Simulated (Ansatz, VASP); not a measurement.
**ZnCd2Se3 in VASP and in Ansatz**

```
CELL_PARAMETERS angstrom
4.26471 0.00000 0.00000
-2.13235 3.69335 0.00000
0.00000 0.00000 10.52057
ATOMIC_POSITIONS crystal
Zn 0.66667 0.33333 0.66740
Cd 0.00000 0.00000 0.99073
Cd 0.33333 0.66667 0.33861
Se 0.00000 0.00000 0.73636
Se 0.66667 0.33333 0.43180
Se 0.33333 0.66667 0.08510
```

Alike in both runs: task single point; functional LDA; k mesh 12 × 12 × 4; occupations gaussian, width 0.02 eV; no spin polarisation.

|  | VASP | Ansatz |
| --- | --- | --- |
| version | VASP 6.6.1 | Ansatz 0.2.0 |
| potentials or method | VASP PAW LDA potentials, release 64 (Zn, Cd, Se), cutoff 520 eV | scalar-relativistic, plane waves, PAW |
| valence electrons in the cell | 54 | 100 |

```tsv
	VASP	Ansatz	Ansatz less VASP
gap on the k mesh at the Fermi level (eV)	0.31	0.29	-0.028
least direct gap on the mesh (eV)	0.31	0.29	-0.028
pressure (GPa)	-4.2	-4.6	-0.32
traceless stress, the component that is largest in VASP (GPa)	-0.10	-0.11	-0.007
rms of the force components (eV/Å)	0.025	0.029	+0.0042
```

LDA's correlation is that of Perdew and Zunger in VASP and of Perdew and Wang (1992) in Ansatz. Atom by atom the forces differ by 0.007 eV/Å (rms over components). VASP's potentials hold 54 valence electrons a cell and Ansatz's 100, so a difference there can come from the potentials and not from the codes.
